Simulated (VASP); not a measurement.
# Hf (Im-3m) in VASP: a series of runs, part 2 of 2

VASP 6.6.1. Earlier steps stand in the parts before.

## (4) Relaxation of cell and atoms, PBE, target pressure 12 GPa, at which the enthalpy is minimised

The input, INCAR:

```
SYSTEM = Hf
PREC     = Accurate       ! precision mode
ENCUT    = 600            ! plane-wave cutoff, eV
EDIFF    = 1E-6           ! SCF threshold, eV
ISMEAR   = -1             ! smearing method
SIGMA    = 0.08           ! smearing width, eV
LREAL    = .FALSE.        ! projectors in reciprocal space
LASPH    = .TRUE.         ! aspherical terms in the spheres
NELM     = 100            ! most SCF steps
ALGO     = Normal         ! electronic algorithm
ISIF     = 3              ! what is computed and relaxed
LWAVE    = .FALSE.        ! write WAVECAR
LCHARG   = .FALSE.        ! write CHGCAR
GGA      = PE             ! functional
IBRION   = 2              ! ionic algorithm
NSW      = 32             ! ionic steps
EDIFFG   = -0.005         ! ionic threshold
PSTRESS  = 120.0
```

The input, KPOINTS:

```
Automatic mesh
0
G
  16 16 16
  0 0 0
```

The input, POSCAR:

```
Hf
1.0
   -1.7142133348      1.7142133348      1.7142133348
    1.7142133348     -1.7142133348      1.7142133348
    1.7142133348      1.7142133348     -1.7142133348
Hf
1
Direct
    0.0000000000      0.0000000000      0.0000000000
```

Potentials or basis: VASP PAW PBE potentials, release 64 (Hf_pv).

Launch:

```bash
$ cat potpaw_PBE.64/Hf_pv/POTCAR > POTCAR
$ mpirun -np 1 vasp_std > vasp.out
```

OUTCAR:

```text
SYSTEM = Hf
   PREC = Accurate
   ENCUT = 600
   EDIFF = 1E-6
   ISMEAR = -1
   LREAL = .FALSE.
   LASPH = .TRUE.
   NELM = 100
   ISIF = 3
   GGA = PE
   IBRION = 2
   NSW = 32
   EDIFFG = -0.005
   PSTRESS = 120.0

 ion  position               nearest neighbor table
   1  0.000  0.000  0.000-

  LATTYP: Found a body centered cubic cell.
 ALAT       =     3.4284266696

  Lattice vectors:

 A1 = (  -1.7142133348,   1.7142133348,   1.7142133348)
 A2 = (   1.7142133348,  -1.7142133348,   1.7142133348)
 A3 = (   1.7142133348,   1.7142133348,  -1.7142133348)

Analysis of symmetry for initial positions (statically):
=====================================================================
 Subroutine PRICEL returns:
 Original cell was already a primitive cell.

 Routine SETGRP: Setting up the symmetry group for a
 body centered cubic supercell.

 Subroutine GETGRP returns: Found 48 space group operations
 (whereof 48 operations were pure point group operations)
 out of a pool of 48 trial point group operations.

The static configuration has the point symmetry O_h .

Analysis of symmetry for dynamics (positions and initial velocities):
=====================================================================
 Subroutine PRICEL returns:
 Original cell was already a primitive cell.

 Routine SETGRP: Setting up the symmetry group for a
 body centered cubic supercell.

 Subroutine GETGRP returns: Found 48 space group operations
 (whereof 48 operations were pure point group operations)
 out of a pool of 48 trial point group operations.

The dynamic configuration has the point symmetry O_h .

 Subroutine INISYM returns: Found 48 space group operations
 (whereof 48 operations are pure point group operations),
 and found     1 'primitive' translations

----------------------------------------------------------------------------------------

                                     Primitive cell

  volume of cell :      20.1491

  direct lattice vectors                    reciprocal lattice vectors
    -1.714213335  1.714213335  1.714213335     0.000000000  0.291678982  0.291678982
     1.714213335 -1.714213335  1.714213335     0.291678982  0.000000000  0.291678982
     1.714213335  1.714213335 -1.714213335     0.291678982  0.291678982  0.000000000

  length of vectors
     2.969104591  2.969104591  2.969104591     0.412496372  0.412496372  0.412496372

  position of ions in fractional coordinates (direct lattice)
     0.000000000  0.000000000  0.000000000

  ion indices of the primitive-cell ions
   primitive index   ion index
                 1           1

----------------------------------------------------------------------------------------

 KPOINTS: Automatic mesh

Automatic generation of k-mesh.
 Grid dimensions read from file:
 generate k-points for:   16   16   16

 Generating k-lattice:

  Cartesian coordinates                     Fractional coordinates (reciprocal lattice)
     0.000000000  0.018229936  0.018229936     0.062500000  0.000000000  0.000000000
     0.018229936  0.000000000  0.018229936     0.000000000  0.062500000  0.000000000
     0.018229936  0.018229936  0.000000000     0.000000000  0.000000000  0.062500000

  Length of vectors
     0.025781023  0.025781023  0.025781023

  Shift w.r.t. Gamma in fractional coordinates (k-lattice)
     0.000000000  0.000000000  0.000000000

 Subroutine IBZKPT returns following result:
 ===========================================

 Found    145 irreducible k-points:

 Following reciprocal coordinates:
            Coordinates               Weight
  0.000000  0.000000  0.000000      1.000000
  0.062500  0.000000  0.000000     12.000000
  0.125000  0.000000  0.000000     12.000000
  0.187500  0.000000  0.000000     12.000000
  0.250000  0.000000  0.000000     12.000000
  0.312500  0.000000  0.000000     12.000000
[... 16 lines left out ...]
  0.187500  0.187500  0.000000     24.000000
  0.250000  0.187500  0.000000     48.000000
 [... further k-points ...]
   k-points           NKPTS =    145   k-points in BZ     NKDIM =    145   number of bands    NBANDS=      9
   number of dos      NEDOS =    301   number of ions     NIONS =      1
   total plane-waves  NPLWV =  13824
   dimension x,y,z NGX =    24 NGY =   24 NGZ =   24
   dimension x,y,z NGXF=    48 NGYF=   48 NGZF=   48
   ions per type =               1
   NGX,Y,Z   is equivalent  to a cutoff of  13.44, 13.44, 13.44 a.u.
   NGXF,Y,Z  is equivalent  to a cutoff of  26.88, 26.88, 26.88 a.u.
 SYSTEM =  Hf
   PREC   = accura    normal or accurate (medium, high low for compatibility)
   ISTART =      0    job   : 0-new  1-cont  2-samecut
   ICHARG =      2    charge: 1-file 2-atom 10-const
   ISPIN  =      1    spin polarized calculation?
   LNONCOLLINEAR =      F non collinear calculations
   LSORBIT =      F    spin-orbit coupling
   LASPH  =      T    aspherical Exc in radial PAW
   ENCUT  =  600.0 eV  44.10 Ry    6.64 a.u.   5.93  5.93  5.93*2*pi/ulx,y,z
   NELM   =    100;   NELMIN=  2; NELMDL= -5     # of ELM steps
   EDIFF  = 0.1E-05   stopping-criterion for ELM
   LREAL  =      F    real-space projection
   EDIFFG = -.5E-02   stopping-criterion for IOM
   NSW    =     32    number of steps for IOM
   IBRION =      2    ionic relax: 0-MD 1-quasi-New 2-CG
   NFREE  =      1    steps in history (QN), initial steepest desc. (CG)
   ISIF   =      3    stress and relaxation
   ISYM   =      2    0-nonsym 1-usesym 2-fastsym
   POTIM  = 0.5000    time-step for ionic-motion
   TEBEG  =    0.0;   TEEND  =   0.0 temperature during run
   PSTRESS=  120.0 pullay stress
   NELECT =      10.0000    total number of electrons
   NUPDOWN=      -1.0000    fix difference up-down
   EMIN   =  10.00;   EMAX   =-10.00  energy-range for DOS
   EFERMI =   0.00;   METHOD = LEGACY
   ISMEAR =    -1;   SIGMA  =   0.08  broadening in eV -4-tet -1-fermi 0-gaus
   EFERMI_NEDOS =   21; number of points for ismear=-14 and -15
   IALGO  =     38    algorithm
   IMIX   =      4    mixing-type and parameters
     AMIX     =   0.40;   BMIX     =  1.00
     AMIX_MAG =   1.60;   BMIX_MAG =  1.00
  volume/ion in A,a.u.               =      20.15       135.97
  Fermi-wavevector in a.u.,A,eV,Ry     =   1.296154  2.449376 22.857997  1.680015
  Thomas-Fermi vector in A             =   2.427628
   LORBIT       =      0    0 simple, 1 ext, 2 COOP (PROOUT), +10 PAW based schemes
   GGA     = PE    functional components
   LHFCALC =     F    Hartree Fock is set to
   AEXX    =    0.0000 exact exchange contribution
   IVDW    =     0    specifies the selected vdW correction
   LEPSILON=     F    determine dielectric tensor
   LRPA    =     F    only Hartree local field effects (RPA)
 conjugate gradient relaxation of ions
 non-spin polarized calculation
  energy-cutoff  :      600.00
  volume of cell :       20.15
 maximum number of plane-waves:       691
   NGX = 11   NGY = 11   NGZ = 11

--------------------------------------- Ionic step        1  -------------------------------------------

 number of electron      10.0000002 magnetization

 Free energy of the ion-electron system (eV)
  ---------------------------------------------------
  ext. energy  EPLUGINS =         0.00000000
  ---------------------------------------------------
  free energy    TOTEN  =        -9.69235618 eV

  energy without entropy =       -9.65854439  energy(sigma->0) =       -9.67545029

------------------------ aborting loop because EDIFF is reached ----------------------------------------

  FORCE on cell =-STRESS in cart. coord.  units (eV):
  Direction    XX          YY          ZZ          XY          YZ          ZX
  --------------------------------------------------------------------------------------
  -------------------------------------------------------------------------------------
  Total        1.4718322      1.4718322      1.4718322      0.0000000     -0.0000000     -0.0000000
  in kB      117.0346047    117.0346047    117.0346047      0.0000000     -0.0000000     -0.0000000
  external PRESSURE =      -2.9653953 kB  Pullay stress =     120.0000000 kB
[... 61 lines left out ...]
--------------------------------------- Ionic step        3  -------------------------------------------

 number of electron      10.0000002 magnetization

 Free energy of the ion-electron system (eV)
  ---------------------------------------------------
  ext. energy  EPLUGINS =         0.00000000
  ---------------------------------------------------
  free energy    TOTEN  =        -9.68913333 eV

  energy without entropy =       -9.65542518  energy(sigma->0) =       -9.67227926

 E-fermi :   5.3128     XC(G=0): -11.7771

 val. band max:        5.2998528688   @ k =   0.3750   0.2500   0.0000
 cond. band min:       5.3168393132   @ k =  -0.4375  -0.4375   0.1250
 fundamental gap:      0.0169864444
 Fermi energy:         5.3128047178

 k-point     1 :       0.0000    0.0000    0.0000
  band No.  band energies     occupation
      1     -24.0912      2.00000
      2     -24.0912      2.00000
      3     -24.0912      2.00000
      4      -2.0466      2.00000
      5       6.9290      0.00000
      6       6.9290      0.00000
      7       6.9290      0.00000
      8      10.0274      0.00000
      9      10.0274      0.00000
[... 265 lines left out ...]
 k-point    24 :       0.2500    0.1875    0.0000
  band No.  band energies     occupation
      1     -25.0060      2.00000
      2     -24.4677      2.00000
      3     -24.1918      2.00000
      4       2.0944      2.00000
      5       4.7395      1.99846
      6       5.3467      0.79118
      7       9.3864      0.00000
      8      10.9344      0.00000
      9      12.5817      0.00000

 [... further k-points ...]
[... 5 lines left out ...]
  --------------------------------------------------------------------------------------
  -------------------------------------------------------------------------------------
  Total        1.5075775      1.5075775      1.5075775      0.0000000      0.0000000     -0.0000000
  in kB      120.1370298    120.1370298    120.1370298      0.0000000      0.0000000     -0.0000000
  external PRESSURE =       0.1370298 kB  Pullay stress =     120.0000000 kB
[... 20 lines left out ...]
  energy  without entropy=       -9.6554251834  energy(sigma->0) =       -9.67227926

  enthalpy is  TOTEN    =        -8.1832753764 eV   P V=        1.5058579570

 reached required accuracy - stopping structural energy minimisation
```

Run time: 13 s. Hardware: 1 thread of Intel Xeon 6975P-C (Granite Rapids), shared host; peak memory 0.17 GiB.

What came out:

* Free energy: -9.6891 eV
* Relaxed volume: 20.11 Å³/atom
* Relaxed cell: a = 2.967 Å, b = 2.967 Å, c = 2.967 Å, α = 109.47°, β = 109.47°, γ = 109.47°
* Space group after relaxing (to 0.05 Å): Im-3m (No. 229)
* Energy change on relaxing (the enthalpy is what falls): +3.2 meV/atom
* Ionic steps: 3
* Pressure after relaxing: 12.0 GPa
* Band gap on the k mesh: zero (band 5 reaches 6.93 eV, above the bottom of band 6 at 4.48 eV)

The path:
```tsv
step	energy change (eV)	largest force (eV/Å)	pressure (GPa)	volume (Å³)
1	0.0000	0.0000	11.70	20.15
2	0.0082	0.0000	12.42	20.04
3	0.0032	0.0000	12.01	20.11
```

Final structure:
```
Hf
1.0
    -1.71298    1.71298    1.71298
     1.71298   -1.71298    1.71298
     1.71298    1.71298   -1.71298
Hf
1
Direct
  0.00000 0.00000 0.00000
```

Levels at points of the mesh, in eV from the Fermi level:
```tsv
k point	band 3	band 4	band 5	band 6	band 7	band 8
(0.00, 0.00, 0.00)	-29.40	-7.36	1.62	1.62	1.62	4.71
(0.50, 0.00, 0.00)	-29.41	-3.71	-0.69	1.54	4.62	5.73
(0.50, 0.50, 0.50)	-30.20	-3.06	-3.06	7.63	7.63	7.63
```

Caveat: the cell is relaxed towards a set pressure, so the enthalpy falls and the energy may rise; spin-orbit coupling is left out, which moves the levels of the heavy elements.

## (5) Relaxation of cell and atoms, PBE, target pressure 12 GPa, at which the enthalpy is minimised

This run uses another cell than the first one, of 20.47 Å³/atom, 1.016 times its volume.

The input, INCAR:

```
SYSTEM = Hf
PREC = Accurate
ENCUT = 600
EDIFF = 1E-7
ISMEAR = -1
SIGMA = 0.08
LREAL = .False.
LASPH = .True.
NELM = 80
ALGO = Normal
ISIF = 3
LWAVE = .False.
LCHARG = .False.
GGA = PE
IBRION = 2
NSW = 60
EDIFFG = -0.005
PSTRESS = 120.0
```

The input, KPOINTS:

```
regular mesh
0
Gamma
  16 16 16
  0 0 0
```

The input, POSCAR:

```
Hf
1.0
   -1.7233662182      1.7233662182      1.7233662182
    1.7233662182     -1.7233662182      1.7233662182
    1.7233662182      1.7233662182     -1.7233662182
Hf
1
Direct
    0.0000000000      0.0000000000      0.0000000000
```

Launch:

```bash
$ cat potpaw_PBE.64/Hf_pv/POTCAR > POTCAR
$ mpirun -np 1 vasp_std > vasp.out
```

It took 17 s on 1 thread of Intel Xeon 6975P-C (Granite Rapids), shared host; peak memory 0.18 GiB.

It converged, with:

| Quantity | Value |
| --- | --- |
| Free energy | -9.6893 eV |
| Relaxed volume | 20.11 Å³/atom |
| Relaxed cell | a = 2.967 Å, b = 2.967 Å, c = 2.967 Å, α = 109.47°, β = 109.47°, γ = 109.47° |
| Space group after relaxing (to 0.05 Å) | Im-3m (No. 229) |
| Energy change on relaxing (the enthalpy is what falls) | +24.6 meV/atom |
| Ionic steps | 3 |
| Pressure after relaxing | 12.0 GPa |
| Band gap on the k mesh | zero (band 5 reaches 6.93 eV, above the bottom of band 6 at 4.48 eV) |

Step by step:
| step | energy change (eV) | largest force (eV/Å) | pressure (GPa) | volume (Å³) |
| --- | --- | --- | --- | --- |
| 1 | 0.0000 | 0.0000 | 9.55 | 20.47 |
| 2 | 0.0721 | 0.0000 | 15.96 | 19.56 |
| 3 | 0.0246 | 0.0000 | 11.99 | 20.11 |

Final structure:
```xyz
1
Lattice="-1.7130 1.7130 1.7130 1.7130 -1.7130 1.7130 1.7130 1.7130 -1.7130" Properties=species:S:1:pos:R:3 pbc="T T T"
Hf    0.0000    0.0000    0.0000
```

Levels at points of the mesh, in eV from the Fermi level:
```csv
k point,band 2,band 3,band 4,band 5,band 6,band 7,band 8,band 9
"(0.00, 0.00, 0.00)",-29.40,-29.40,-7.36,1.62,1.62,1.62,4.71,4.71
"(0.50, 0.00, 0.00)",-29.77,-29.41,-3.71,-0.69,1.54,4.62,5.73,8.61
"(0.50, 0.50, 0.50)",-30.20,-30.20,-3.06,-3.06,7.63,7.63,7.63,8.15
```

Caveat: the cell is relaxed towards a set pressure, so the enthalpy falls and the energy may rise; spin-orbit coupling is left out, which moves the levels of the heavy elements.

## (6) Overview

```tsv
task	cell	cutoff (eV)	gap on the mesh (eV)	pressure (GPa)
single point	a = 2.969 Å, angles 109.5°, 1 atom	520	none	11.7
relaxation of cell and atoms	relaxed to 12 GPa from a = 2.969 Å, angles 109.5°, 1 atom	600	none	12.0
relaxation of cell and atoms	relaxed to 12 GPa from a = 2.985 Å, angles 109.5°, 1 atom	600	none	12.0
```

Alike in all rows: level PBE; potentials or basis VASP PAW PBE potentials, release 64 (Hf_pv); no spin polarisation; k mesh 16 × 16 × 16; smearing fermi-dirac 0.08 eV.

Caveats: spin-orbit coupling is left out, which moves the levels of the heavy elements; the cell is relaxed towards a set pressure, so the enthalpy falls and the energy may rise (some runs).

Total energies depend on the potentials used, so only differences within one code and one set of settings carry meaning.
